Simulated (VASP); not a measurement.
A run of VASP 6.6.1:

Contents of INCAR:

```
PREC = Accurate
ENCUT = 600
EDIFF = 1E-6
ISMEAR = -1
SIGMA = 0.1
LREAL = F
LASPH = T
NELM = 150
ALGO = Normal
ISIF = 3
LWAVE = F
LCHARG = F
ISPIN = 2
MAGMOM = 2.5
LORBIT = 11
LMAXMIX = 4
GGA = PE
IBRION = 2
NSW = 32
EDIFFG = -0.005
PSTRESS = 3200.0
```

The input KPOINTS:

```
regular mesh
0
Gamma
  20 20 20
```

POSCAR

```
Fe
1.0
    1.9154248860      0.0000000000      0.0000000000
    0.0000000000      1.9154248860      0.0000000000
    0.0000000000      0.0000000000      1.9154248860
Fe
1
Direct
    0.0000000000      0.0000000000      0.0000000000
```

Potentials or basis: VASP PAW PBE potentials, release 64 (Fe).

Command:

```bash
$ cat potpaw_PBE.64/Fe/POTCAR > POTCAR
$ mpirun -np 1 vasp_std > vasp.out
```

Hardware: 1 thread of Intel Xeon 8259CL, on a shared host.

Q: Estimate the wall time of this run.

A: Run time: 56 s on 1 thread of Intel Xeon 8259CL, on a shared host, peak memory 0.16 GiB. Counts: scf iterations 26, k points 286, ion steps 3.
